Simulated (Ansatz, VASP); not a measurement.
**Rb3Al in VASP and in Ansatz**

Contents of INCAR:

```
SYSTEM = Rb3Al
  PREC = Accurate
  ENCUT = 520
  EDIFF = 1E-6
  ISMEAR = 0
  SIGMA = 0.1
  LREAL = .FALSE.
  LASPH = .TRUE.
  NELM = 80
  ALGO = Fast
  ISIF = 2
  LWAVE = .FALSE.
  LCHARG = .TRUE.
  GGA = PE
  LELF = .TRUE.
  LVHAR = .TRUE.
  NBANDS = 23
```

Contents of KPOINTS:

```
Automatic mesh
0
G
  4 4 4
  0 0 0
```

The input POSCAR:

```
Rb3Al
1.0
    5.1302876615      0.0000000000      0.0000000000
    0.0000000000      5.1302876615      0.0000000000
    0.0000000000      0.0000000000      5.1302876615
Rb Al
3 1
Direct
    0.0000000000      0.5000000000      0.5000000000
    0.5000000000      0.0000000000      0.5000000000
    0.5000000000      0.5000000000      0.0000000000
    0.0000000000      0.0000000000      0.0000000000
```

Input for Ansatz:

```yaml
crystal:
  lattice:
    - [5.1302876615, 0.0, 0.0]
    - [0.0, 5.1302876615, 0.0]
    - [0.0, 0.0, 5.1302876615]
  atoms:
    - { symbol: Rb, position: [0.0, 0.5, 0.5] }
    - { symbol: Rb, position: [0.5, 0.0, 0.5] }
    - { symbol: Rb, position: [0.5, 0.5, 0.0] }
    - { symbol: Al, position: [0.0, 0.0, 0.0] }
basis:
  ecutwfc: 420
kpoints:
  mp_grid: { grid: [4, 4, 4] }
hamiltonian:
  xc: pbe
scf:
  occupations: { method: gaussian, width: 0.1 }
  lower_state_search: "off"
output:
  forces: true
  stress: true
  eigenvalues: true
```

Alike in both runs: task single point; functional PBE; k mesh 4 × 4 × 4; occupations gaussian, width 0.1 eV; no spin polarisation.

|  | VASP | Ansatz |
| --- | --- | --- |
| version | VASP 6.6.1 | Ansatz 0.2.0 |
| potentials or method | VASP PAW PBE potentials, release 64 (Rb_sv, Al), cutoff 520 eV | scalar-relativistic, plane waves, PAW |
| valence electrons in the cell | 30 | 30 |

```tsv
	VASP	Ansatz	Ansatz less VASP
gap on the k mesh at the Fermi level (eV)	none	none	-
pressure (GPa)	7.6	7.6	-0.04
```

A gap of «none» marks a metal or a gap that the smearing closes.
